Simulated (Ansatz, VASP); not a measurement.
**SiO2: VASP beside Ansatz**

```xyz
12
Lattice="4.9515 0.0000 0.0000 0.0000 4.9515 0.0000 0.0000 0.0000 6.9535" Properties=species:S:1:pos:R:3 pbc="T T T"
Si    1.4619    1.4619    0.0000
Si    1.0138    3.9377    1.7384
Si    3.4896    3.4896    3.4768
Si    3.9377    1.0138    5.2152
O     1.1913    0.4711    1.2156
O     2.0046    3.6671    2.9540
O     3.7602    4.4804    4.6924
O     2.9469    1.2844    6.4308
O     3.6671    2.0046    3.9995
O     4.4804    3.7602    2.2612
O     1.2844    2.9469    0.5228
O     0.4711    1.1913    5.7379
```

Alike in both runs: task single point; functional r2SCAN; k mesh 5 × 5 × 4; occupations fermi-dirac, width 0.0118 eV; no spin polarisation.

```csv
,VASP,Ansatz
version,VASP 6.6.1,Ansatz 0.2.0
potentials or method,"VASP PAW PBE potentials, release 64 (Si, O), cutoff 520 eV",PAW plane waves
valence electrons in the cell,64,64
```

|  | VASP | Ansatz | Ansatz less VASP |
| --- | --- | --- | --- |
| gap on the k mesh at the Fermi level (eV) | 6.47 | 6.47 | +0.001 |
| pressure (GPa) | 8.3 | 8.1 | -0.20 |
| traceless stress, the component that is largest in VASP (GPa) | -0.97 | -0.94 | +0.030 |
| rms of the force components (eV/Å) | 0.259 | 0.261 | +0.0018 |

VASP's potentials were made for PBE, not for r2SCAN. Atom by atom the forces differ by 0.009 eV/Å (rms over components). The functional is the same, so the differences come from potentials, cutoffs and numerics.
